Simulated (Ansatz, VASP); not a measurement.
## SiC: VASP beside Ansatz

```
Si C
1.0
     0.00000    2.27206    2.27206
     2.27206    0.00000    2.27206
     2.21253    2.21253    0.05953
Si C
1 1
Direct
  0.00000 0.00000 0.00000
  0.75000 0.75000 0.75000
```

Alike in both runs: task single point; functional PBEsol; k mesh 12 × 12 × 12; occupations gaussian, width 0.05 eV; no spin polarisation.

```csv
,VASP,Ansatz
version,VASP 6.6.1,Ansatz 0.2.0
potentials or method,"VASP PAW PBE potentials, release 64 (Si, C), cutoff 520 eV","scalar-relativistic, plane waves, PAW"
valence electrons in the cell,8,8
```

Ansatz gave:

- gap on the k mesh at the Fermi level (eV): 1.18
- least direct gap on the mesh (eV): 4.13
- pressure (GPa): -15.7
- traceless stress, the component that is largest in VASP (GPa): 5.92
- rms of the force components (eV/Å): 0.157

Task: Which values does VASP return?

Result: gap on the k mesh at the Fermi level (eV): 1.17; least direct gap on the mesh (eV): 4.12; pressure (GPa): -15.4; traceless stress, the component that is largest in VASP (GPa): 5.97; rms of the force components (eV/Å): 0.160.

VASP's potentials were made for PBE, not for PBEsol, and Ansatz warns of the same on its side. Atom by atom the forces differ by 0.003 eV/Å (rms over components).
